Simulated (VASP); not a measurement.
A run of VASP 6.6.1 is set up as follows.

INCAR

```
ALGO = Normal ; EDIFF = 1E-7
ENCUT = 520 ; GGA = CA
ISIF = 2 ; ISMEAR = 0
LASPH = T ; LCHARG = F
LREAL = F ; LWAVE = F
NBANDS = 26 ; NELM = 80
PREC = Accurate ; SIGMA = 0.01
```

KPOINTS

```
k-points
0
Gamma
  6 6 4
```

The input POSCAR:

```
CdSe
1.0
    4.3042663244      0.0000000000      0.0000000000
   -2.1521331622      3.7276039816      0.0000000000
    0.0000000000      0.0000000000      7.0257510288
Cd Se
2 2
Direct
    0.3333333333      0.6666666667      0.0046706144
    0.6666666667      0.3333333333      0.5046706144
    0.3333333333      0.6666666667      0.3803293856
    0.6666666667      0.3333333333      0.8803293856
```

Potentials or basis: VASP PAW LDA potentials, release 64 (Cd, Se).

Command:

```sh
$ cat potpaw_LDA.64/Cd/POTCAR potpaw_LDA.64/Se/POTCAR > POTCAR
$ mpirun -np 1 vasp_std > vasp.out
```

(1) Predict the band gap on the k mesh.

(2) Predict the pressure.

Answers

(1) 0.41 eV.

(2) -1.6 GPa.

Caveat: semilocal functionals underestimate gaps, and a narrow one can read as zero.
